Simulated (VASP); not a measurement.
**BP: single point with LDA**

The system is BP.

```
CELL_PARAMETERS angstrom
2.70805 0.00000 0.00000
0.00000 2.70805 0.00000
0.00000 0.00000 2.70805
ATOMIC_POSITIONS crystal
B 0.00000 0.00000 0.00000
P 0.50000 0.50000 0.50000
```

| Item | Value |
| --- | --- |
| Program | VASP 6.6.1 |
| Task | single point |
| Functional | LDA |
| Potentials or basis | VASP PAW LDA potentials, release 64 (B, P) |
| Cutoff | 520 eV |
| k mesh | 6 × 6 × 6 |
| Occupations | fermi-dirac, width 0.02 eV |
| Spin | no spin polarisation |
| Dipole correction | no |
| Further INCAR settings | ALGO = Normal; EDIFF = 1e-07; NBANDS = 11 |

The pressure is -1.5 GPa and the band gap on the k mesh is zero (band 4 reaches 13.05 eV, above the bottom of band 5 at 7.09 eV).

Levels at points of the mesh, in eV from the Fermi level:
```
           k point  band 1  band 2  band 3  band 4  band 5  band 6  band 7  band 8  band 9
(0.00, 0.00, 0.00)  -17.26   -1.21   -1.21   -1.21    2.22    4.33    4.33   10.67   10.67
(0.50, 0.00, 0.00)  -13.58  -11.53    2.72    2.72    3.35    3.35    4.96    6.25    7.39
(0.50, 0.50, 0.00)   -9.38   -8.22   -8.22   -6.09    4.91    5.44    8.22    8.22   11.67
(0.50, 0.50, 0.50)   -5.64   -3.85   -3.85   -3.85   -3.24   -3.24   -3.24   -1.53   20.69
```

It took 5.5 s on 1 thread of AMD EPYC 7R13 (shared host), peak memory 0.08 GiB.

Caveat: the k points lie up to 0.39 Å⁻¹ apart.
